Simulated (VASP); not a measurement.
# Cd (Fm-3m) in VASP: further runs

Aim: see how the results for Cd move with the level of theory and the settings. Levels: pbesol exchange, lda correlation. Tasks: single point, relaxation of cell and atoms.

All numbers are computed with VASP 6.6.1; they aren't measurements. Logs are shortened: lines on timing, memory, paths and dates and some standing lists are left out, and cuts for length are marked.

## (1) The cell of the first run

It takes space group Fm-3m (No. 225, cubic). The conventional cell has a = 3.931 Å, b = 3.931 Å, c = 3.931 Å, α = 90.00°, β = 90.00°, γ = 90.00°. Cd (site symmetry m-3m) has 12 Cd at 2.78 Å within 3.7 Å.

This isn't the form of Cd at room conditions, which is hcp.

## (2) Single point, pbesol exchange, lda correlation

The input, INCAR:

```
SYSTEM = Cd
ALGO = Normal
EDIFF = 1E-6
ENCUT = 500
GGA = LIBXC
GGA_COMPAT = .False.
ISIF = 2
ISMEAR = 1
LASPH = .True.
LCHARG = .True.
LELF = .True.
LIBXC1 = GGA_X_PBE_SOL
LIBXC2 = LDA_C_PW
LREAL = .False.
LVHAR = .True.
LWAVE = .False.
NBANDS = 12
NELM = 120
PREC = Accurate
SIGMA = 0.1
```

The input, KPOINTS:

```
k-points
0
Gamma
  9 9 9
  0 0 0
```

The input, POSCAR:

```
Cd
1.0
    0.0000000000      1.9655790264      1.9655790264
    1.9655790264      0.0000000000      1.9655790264
    1.9655790264      1.9655790264      0.0000000000
Cd
1
Direct
    0.0000000000      0.0000000000      0.0000000000
```

Potentials or basis: VASP PAW PBE potentials, release 64 (Cd).

Command:

```
$ cat potpaw_PBE.64/Cd/POTCAR > POTCAR
$ mpirun -np 1 vasp_std > vasp.out
```

OUTCAR:

```text
SYSTEM = Cd
   EDIFF = 1E-6
   ENCUT = 500
   GGA = LIBXC
   ISIF = 2
   ISMEAR = 1
   LASPH = .True.
   LREAL = .False.
   NELM = 120
   PREC = Accurate

 ion  position               nearest neighbor table
   1  0.000  0.000  0.000-

  LATTYP: Found a face centered cubic cell.
 ALAT       =     3.9311580528

  Lattice vectors:

 A1 = (   0.0000000000,   1.9655790264,   1.9655790264)
 A2 = (   1.9655790264,   0.0000000000,   1.9655790264)
 A3 = (   1.9655790264,   1.9655790264,   0.0000000000)

Analysis of symmetry for initial positions (statically):
=====================================================================
 Subroutine PRICEL returns:
 Original cell was already a primitive cell.

 Routine SETGRP: Setting up the symmetry group for a
 face centered cubic supercell.

 Subroutine GETGRP returns: Found 48 space group operations
 (whereof 48 operations were pure point group operations)
 out of a pool of 48 trial point group operations.

The static configuration has the point symmetry O_h .

Analysis of symmetry for dynamics (positions and initial velocities):
=====================================================================
 Subroutine PRICEL returns:
 Original cell was already a primitive cell.

 Routine SETGRP: Setting up the symmetry group for a
 face centered cubic supercell.

 Subroutine GETGRP returns: Found 48 space group operations
 (whereof 48 operations were pure point group operations)
 out of a pool of 48 trial point group operations.

The dynamic configuration has the point symmetry O_h .

 Subroutine INISYM returns: Found 48 space group operations
 (whereof 48 operations are pure point group operations),
 and found     1 'primitive' translations

----------------------------------------------------------------------------------------

                                     Primitive cell

  volume of cell :      15.1880

  direct lattice vectors                    reciprocal lattice vectors
     0.000000000  1.965579026  1.965579026    -0.254377969  0.254377969  0.254377969
     1.965579026  0.000000000  1.965579026     0.254377969 -0.254377969  0.254377969
     1.965579026  1.965579026  0.000000000     0.254377969  0.254377969 -0.254377969

  length of vectors
     2.779748517  2.779748517  2.779748517     0.440595566  0.440595566  0.440595566

  position of ions in fractional coordinates (direct lattice)
     0.000000000  0.000000000  0.000000000

  ion indices of the primitive-cell ions
   primitive index   ion index
                 1           1

----------------------------------------------------------------------------------------

 KPOINTS: k-points

Automatic generation of k-mesh.
 Grid dimensions read from file:
 generate k-points for:    9    9    9

 Generating k-lattice:

  Cartesian coordinates                     Fractional coordinates (reciprocal lattice)
    -0.028264219  0.028264219  0.028264219     0.111111111  0.000000000  0.000000000
     0.028264219 -0.028264219  0.028264219     0.000000000  0.111111111  0.000000000
     0.028264219  0.028264219 -0.028264219     0.000000000  0.000000000  0.111111111

  Length of vectors
     0.048955063  0.048955063  0.048955063

  Shift w.r.t. Gamma in fractional coordinates (k-lattice)
     0.000000000  0.000000000  0.000000000

 Subroutine IBZKPT returns following result:
 ===========================================

 Found     35 irreducible k-points:

 Following reciprocal coordinates:
            Coordinates               Weight
  0.000000  0.000000  0.000000      1.000000
  0.111111  0.000000  0.000000      8.000000
  0.222222  0.000000  0.000000      8.000000
  0.333333  0.000000  0.000000      8.000000
  0.444444  0.000000  0.000000      8.000000
  0.111111  0.111111  0.000000      6.000000
[... 16 lines left out ...]
 -0.333333  0.333333  0.000000     12.000000
  0.444444  0.444444  0.000000      6.000000
 [... further k-points ...]
   k-points           NKPTS =     35   k-points in BZ     NKDIM =     35   number of bands    NBANDS=     12
   number of dos      NEDOS =    301   number of ions     NIONS =      1
   total plane-waves  NPLWV =   8000
   dimension x,y,z NGX =    20 NGY =   20 NGZ =   20
   dimension x,y,z NGXF=    40 NGYF=   40 NGZF=   40
   ions per type =               1
   NGX,Y,Z   is equivalent  to a cutoff of  11.96, 11.96, 11.96 a.u.
   NGXF,Y,Z  is equivalent  to a cutoff of  23.92, 23.92, 23.92 a.u.
 SYSTEM =  Cd
   PREC   = accura    normal or accurate (medium, high low for compatibility)
   ISTART =      0    job   : 0-new  1-cont  2-samecut
   ICHARG =      2    charge: 1-file 2-atom 10-const
   ISPIN  =      1    spin polarized calculation?
   LNONCOLLINEAR =      F non collinear calculations
   LSORBIT =      F    spin-orbit coupling
   LASPH  =      T    aspherical Exc in radial PAW
   ENCUT  =  500.0 eV  36.75 Ry    6.06 a.u.   5.07  5.07  5.07*2*pi/ulx,y,z
   NELM   =    120;   NELMIN=  2; NELMDL= -5     # of ELM steps
   EDIFF  = 0.1E-05   stopping-criterion for ELM
   LREAL  =      F    real-space projection
[... 7 lines left out ...]
   TEBEG  =    0.0;   TEEND  =   0.0 temperature during run
   PSTRESS=    0.0 pullay stress
   NELECT =      12.0000    total number of electrons
   NUPDOWN=      -1.0000    fix difference up-down
   EMIN   =  10.00;   EMAX   =-10.00  energy-range for DOS
   EFERMI =   0.00;   METHOD = LEGACY
   ISMEAR =     1;   SIGMA  =   0.10  broadening in eV -4-tet -1-fermi 0-gaus
   EFERMI_NEDOS =   21; number of points for ismear=-14 and -15
   IALGO  =     38    algorithm
   IMIX   =      4    mixing-type and parameters
     AMIX     =   0.40;   BMIX     =  1.00
     AMIX_MAG =   1.60;   BMIX_MAG =  1.00
  volume/ion in A,a.u.               =      15.19       102.49
  Fermi-wavevector in a.u.,A,eV,Ry     =   1.513450  2.860006 31.164564  2.290531
  Thomas-Fermi vector in A             =   2.623239
   LORBIT       =      0    0 simple, 1 ext, 2 COOP (PROOUT), +10 PAW based schemes
   GGA     = LIBXC    functional components
   LHFCALC =     F    Hartree Fock is set to
   AEXX    =    0.0000 exact exchange contribution
   IVDW    =     0    specifies the selected vdW correction
   LEPSILON=     F    determine dielectric tensor
   LRPA    =     F    only Hartree local field effects (RPA)
 non-spin polarized calculation
 Methfessel and Paxton  Order N= 1 SIGMA  =   0.10
  energy-cutoff  :      500.00
  volume of cell :       15.19
 maximum number of plane-waves:       392
   NGX = 11   NGY = 11   NGZ = 11

 number of electron      11.9999991 magnetization

 Free energy of the ion-electron system (eV)
  ---------------------------------------------------
  ext. energy  EPLUGINS =         0.00000000
  ---------------------------------------------------
  free energy    TOTEN  =         0.79237622 eV

  energy without entropy =        0.79399499  energy(sigma->0) =        0.79291581

 E-fermi :   6.3908     XC(G=0): -13.0069

 val. band max:        6.3756013438   @ k =  -0.4444   0.2222   0.0000
 cond. band min:       6.4048010207   @ k =  -0.3333   0.4444   0.2222
 fundamental gap:      0.0291996768
 Fermi energy:         6.3908087145

 k-point     1 :       0.0000    0.0000    0.0000
  band No.  band energies     occupation
      1      -5.8853      2.00000
      2      -4.6071      2.00000
      3      -4.6071      2.00000
      4      -4.6071      2.00000
      5      -3.6495      2.00000
      6      -3.6495      2.00000
      7      21.2613      0.00000
      8      24.5764      0.00000
      9      24.5764      0.00000
     10      24.5764      0.00000
     11      29.3470      0.00000
     12      29.3470      0.00000

 k-point     2 :       0.1111    0.0000    0.0000
  band No.  band energies     occupation
      1      -5.5105      2.00000
      2      -4.6286      2.00000
      3      -4.5126      2.00000
      4      -4.5126      2.00000
      5      -3.6732      2.00000
      6      -3.6732      2.00000
      7      20.2028      0.00000
      8      22.2622      0.00000
      9      24.3682      0.00000
     10      24.3682      0.00000
     11      28.5335      0.00000
     12      29.6088      0.00000

 k-point     3 :       0.2222    0.0000    0.0000
  band No.  band energies     occupation
      1      -5.3091      2.00000
      2      -4.4035      2.00000
      3      -4.4035      2.00000
      4      -3.7196      2.00000
      5      -3.5838      2.00000
      6      -3.5838      2.00000
      7      15.5147      0.00000
      8      21.8154      0.00000
      9      23.8113      0.00000
     10      23.8113      0.00000
     11      27.9910      0.00000
     12      28.7435      0.00000

 k-point     4 :       0.3333    0.0000    0.0000
  band No.  band energies     occupation
      1      -5.5908      2.00000
      2      -4.4908      2.00000
      3      -4.4908      2.00000
      4      -3.2343      2.00000
      5      -3.2343      2.00000
      6      -1.4903      2.00000
      7      10.6805      0.00000
      8      21.0069      0.00000
      9      22.9739      0.00000
     10      22.9739      0.00000
     11      27.3475      0.00000
     12      27.3475      0.00000

 k-point     5 :       0.4444    0.0000    0.0000
  band No.  band energies     occupation
      1      -5.7938      2.00000
      2      -4.5970      2.00000
      3      -4.5970      2.00000
      4      -2.9335      2.00000
      5      -2.9335      2.00000
      6       1.3250      2.00000
      7       6.5364     -0.05917
      8      20.3711      0.00000
      9      22.2642      0.00000
     10      22.2642      0.00000
     11      26.7190      0.00000
     12      26.7190      0.00000

 k-point     6 :       0.1111    0.1111    0.0000
  band No.  band energies     occupation
      1      -5.3633      2.00000
      2      -4.7784      2.00000
      3      -4.4238      2.00000
      4      -4.4238      2.00000
      5      -3.7874      2.00000
      6      -3.5679      2.00000
      7      21.0377      0.00000
      8      22.5069      0.00000
      9      22.5069      0.00000
     10      22.8985      0.00000
     11      29.0919      0.00000
     12      30.4988      0.00000

 k-point     7 :       0.2222    0.1111    0.0000
  band No.  band energies     occupation
      1      -5.0778      2.00000
      2      -4.6573      2.00000
      3      -4.2871      2.00000
      4      -4.2508      2.00000
      5      -3.4489      2.00000
      6      -3.4477      2.00000
      7      17.4507      0.00000
      8      21.1156      0.00000
      9      21.2832      0.00000
     10      24.1725      0.00000
     11      26.3342      0.00000
     12      30.0330      0.00000

 k-point     8 :       0.3333    0.1111    0.0000
  band No.  band energies     occupation
      1      -5.3635      2.00000
      2      -4.4868      2.00000
      3      -4.2655      2.00000
      4      -4.0490      2.00000
      5      -3.1526      2.00000
      6      -1.6809      2.00000
      7      12.5218      0.00000
      8      20.2688      0.00000
      9      20.6102      0.00000
     10      22.5909      0.00000
     11      27.9809      0.00000
     12      29.5631      0.00000
[... 166 lines left out ...]
 k-point    20 :       0.3333    0.3333    0.0000
  band No.  band energies     occupation
      1      -5.6441      2.00000
      2      -5.4547      2.00000
      3      -3.2619      2.00000
      4      -3.2619      2.00000
      5      -3.1126      2.00000
      6      -0.2338      2.00000
      7      15.4473      0.00000
      8      16.1349      0.00000
      9      16.1349      0.00000
     10      20.4222      0.00000
     11      21.1994      0.00000
     12      36.6007      0.00000

 k-point    21 :       0.4444    0.3333    0.0000
  band No.  band energies     occupation
      1      -5.7294      2.00000
      2      -5.5548      2.00000
      3      -3.2783      2.00000
      4      -3.2584      2.00000
      5      -2.8382      2.00000
      6       2.0022      2.00000
      7      12.6099      0.00000
      8      13.1292      0.00000
      9      15.4914      0.00000
     10      20.5916      0.00000
     11      23.3229      0.00000
     12      35.6064      0.00000

 k-point    22 :      -0.4444    0.3333    0.0000
  band No.  band energies     occupation
      1      -5.6513      2.00000
      2      -5.2476      2.00000
      3      -3.6527      2.00000
      4      -3.4254      2.00000
      5      -2.8603      2.00000
      6       5.0836      2.00000
      7       8.8852      0.00000
      8      10.9941      0.00000
      9      16.0769      0.00000
     10      20.5807      0.00000
     11      27.5708      0.00000
     12      34.0584      0.00000

 k-point    23 :      -0.3333    0.3333    0.0000
  band No.  band energies     occupation
      1      -5.3967      2.00000
      2      -4.7082      2.00000
      3      -4.2135      2.00000
      4      -3.6441      2.00000
      5      -3.1437      2.00000
      6       5.4412      2.00000
      7       8.3394     -0.00000
      8      10.2473      0.00000
      9      17.7950      0.00000
     10      20.7530      0.00000
     11      32.3871      0.00000
     12      32.4964      0.00000

 k-point    24 :       0.4444    0.4444    0.0000
  band No.  band energies     occupation
      1      -5.9235      2.00000
      2      -5.8767      2.00000
      3      -2.9487      2.00000
      4      -2.7653      2.00000
      5      -2.7653      2.00000
      6       3.2710      2.00000
      7      10.2828      0.00000
      8      14.4264      0.00000
      9      14.4264      0.00000
     10      20.3181      0.00000
     11      20.9810      0.00000
     12      37.7375      0.00000

 [... further k-points ...]

------------------------ aborting loop because EDIFF is reached ----------------------------------------

  FORCE on cell =-STRESS in cart. coord.  units (eV):
  Direction    XX          YY          ZZ          XY          YZ          ZX
  --------------------------------------------------------------------------------------
  -------------------------------------------------------------------------------------
  Total        5.8591163      5.8591163      5.8591163      0.0000000      0.0000000      0.0000000
  in kB      618.0749997    618.0749997    618.0749997      0.0000000      0.0000000      0.0000000
  external PRESSURE =     618.0749997 kB  Pullay stress =       0.0000000 kB

 VOLUME and BASIS-vectors are now :
 -----------------------------------------------------------------------------
  energy-cutoff  :      500.00
  volume of cell :       15.19
      direct lattice vectors                 reciprocal lattice vectors
     0.000000000  1.965579026  1.965579026    -0.254377969  0.254377969  0.254377969
     1.965579026  0.000000000  1.965579026     0.254377969 -0.254377969  0.254377969
     1.965579026  1.965579026  0.000000000     0.254377969  0.254377969 -0.254377969

 POSITION                                       TOTAL-FORCE (eV/Angst)
 -----------------------------------------------------------------------------------
      0.00000      0.00000      0.00000        -0.000000     -0.000000     -0.000000
 -----------------------------------------------------------------------------------
    total drift:                               -0.000000     -0.000000     -0.000000

  FREE ENERGIE OF THE ION-ELECTRON SYSTEM (eV)
  ---------------------------------------------------
  free  energy   TOTEN  =         0.7923762213 eV

  energy  without entropy=        0.7939949913  energy(sigma->0) =        0.79291581
```

It took 3.5 s on 1 thread of AMD EPYC 9R45 (Zen 5), shared host; peak memory 0.09 GiB.

What came out:

```
Free energy            : 0.7924 eV
Pressure               : 61.8 GPa
Band gap on the k mesh : zero (bands 6 and 7 overlap by 0.86 eV)
```

Caveat: the cell stands under pressure; the PAW data sets were made with another functional, which shifts forces and pressure a little.

[end of part 1 of 2]
